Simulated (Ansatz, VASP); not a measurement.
# AlGaN2 in VASP and in Ansatz

The input POSCAR:

```
AlGaN2
1.0
    3.1879902044      0.0000000000      0.0000000000
    0.0000000000      3.1879902044      0.0000000000
    0.0000000000      0.0000000000      4.4238379400
Al Ga N
1 1 2
Direct
    0.5000000000      0.5000000000      0.5000000000
    0.0000000000      0.0000000000      0.0000000000
    0.5000000000      0.0000000000      0.7382648100
    0.0000000000      0.5000000000      0.2617351900
```

The input INCAR.step1:

```
PREC = Accurate
ENCUT = 520
ISMEAR = 0
SIGMA = 0.05
LREAL = F
LASPH = T
NELM = 100
NBANDS = 21
GGA = PE
ALGO = Normal
EDIFF = 1E-4
LWAVE = T
LCHARG = F
```

INCAR.step2

```
PREC = Accurate
ENCUT = 520
EDIFF = 1E-7
ISMEAR = 0
SIGMA = 0.05
LREAL = F
LASPH = T
NELM = 100
ALGO = Normal
ISIF = 2
LWAVE = F
LCHARG = F
METAGGA = R2SCAN
LMIXTAU = T
NBANDS = 21
ISTART = 1
```

Contents of KPOINTS:

```
Automatic mesh
0
Gamma
  8 8 6
```

Input for Ansatz:

```yaml
crystal:
  lattice:
    - [3.1879902044, 0.0, 0.0]
    - [0.0, 3.1879902044, 0.0]
    - [0.0, 0.0, 4.42383794]
  atoms:
    - { symbol: Al, position: [0.5, 0.5, 0.5] }
    - { symbol: Ga, position: [0.0, 0.0, 0.0] }
    - { symbol: "N", position: [0.5, 0.0, 0.73826481] }
    - { symbol: "N", position: [0.0, 0.5, 0.26173519] }
basis:
  ecutwfc: 500
kpoints:
  mp_grid: { grid: [8, 8, 6] }
hamiltonian:
  xc: r2scan
scf:
  occupations: { method: gaussian, width: 0.05 }
output:
  forces: true
  stress: true
  eigenvalues: true
```

Change from the starting cell: strain +0.0150 x Voigt [1, 1, 0, 0, 0, 0], atoms carried along.

Alike in both runs: task single point; functional r2SCAN; k mesh 8 × 8 × 6; occupations gaussian, width 0.05 eV; no spin polarisation.

|  | VASP | Ansatz |
| --- | --- | --- |
| version | VASP 6.6.1 | Ansatz 0.2.0 |
| potentials or method | VASP PAW PBE potentials, release 64 (Al, Ga_d, N), cutoff 520 eV | scalar-relativistic, plane waves, PAW |
| valence electrons in the cell | 26 | 26 |

```csv
,VASP,Ansatz,Ansatz less VASP
gap on the k mesh at the Fermi level (eV),3.15,3.14,-0.009
least direct gap on the mesh (eV),3.15,3.14,-0.009
pressure (GPa),-5.8,-6.1,-0.24
"traceless stress, the component that is largest in VASP (GPa)",1.45,1.39,-0.060
rms of the force components (eV/Å),0.008,0.027,+0.0190
```

VASP's potentials were made for PBE, not for r2SCAN. Atom by atom the forces differ by 0.035 eV/Å (rms over components).
